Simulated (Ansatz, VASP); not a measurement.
**Two plane-wave programs on Cu**

File INCAR:

```
SYSTEM = Cu
PREC = Accurate
ENCUT = 520
EDIFF = 1E-8
ISMEAR = -1
SIGMA = 0.03
LREAL = .False.
LASPH = .True.
NELM = 120
ALGO = Normal
ISIF = 2
LWAVE = .False.
LCHARG = .False.
GGA = PE
LEFG = .True.
NBANDS = 12
GGA_COMPAT = .False.
```

KPOINTS

```
regular mesh
0
Gamma
  17 17 17
  0 0 0
```

The input POSCAR:

```
Cu
1.0
    0.0000000000      1.7809826704      1.8617250000
    1.7809826704      0.0000000000      1.8617250000
    1.7809826704      1.7809826704      0.0000000000
Cu
1
Direct
    0.0000000000      0.0000000000      0.0000000000
```

Input for Ansatz:

```yaml
crystal:
  lattice:
    - [0.0, 1.7809826704, 1.861725]
    - [1.7809826704, 0.0, 1.861725]
    - [1.7809826704, 1.7809826704, 0.0]
  atoms:
    - { symbol: Cu, position: [0.0, 0.0, 0.0] }
kpoints:
  mp_grid: { grid: [17, 17, 17] }
scf:
  occupations: { method: fermi_dirac, width: 0.03 }
hamiltonian:
  xc: pbe
  pseudopotentials: { kind: paw }
output:
  forces: true
  stress: true
  eigenvalues: true
  efg: { contact_densities: true }
```

Change from the starting cell: z stretched by +3 % at fixed volume, PAW files.

Alike in both runs: task electric field gradients; functional PBE; k mesh 17 × 17 × 17; occupations fermi-dirac, width 0.03 eV; no spin polarisation.

|  | VASP | Ansatz |
| --- | --- | --- |
| version | VASP 6.6.1 | Ansatz 0.2.0 |
| potentials or method | VASP PAW PBE potentials, release 64 (Cu) | PAW with Ansatz's default frozen-core files, scalar-relativistic |
| plane-wave cutoff (eV) | 520 | 420 |
| valence electrons in the cell | 11 | 19 |

```tsv
	VASP	Ansatz	Ansatz less VASP
pressure (GPa)	2.2	1.7	-0.52
traceless stress, the component that is largest in VASP (GPa)	-2.19	-2.30	-0.114
size of Vzz on the site where it differs most (V/Å²)	2.3	1.9	-0.48
```

The functional is the same, so the differences come from potentials, cutoffs and numerics. VASP's potentials hold 11 valence electrons a cell and Ansatz's 19, so a difference there can come from the potentials and not from the codes.
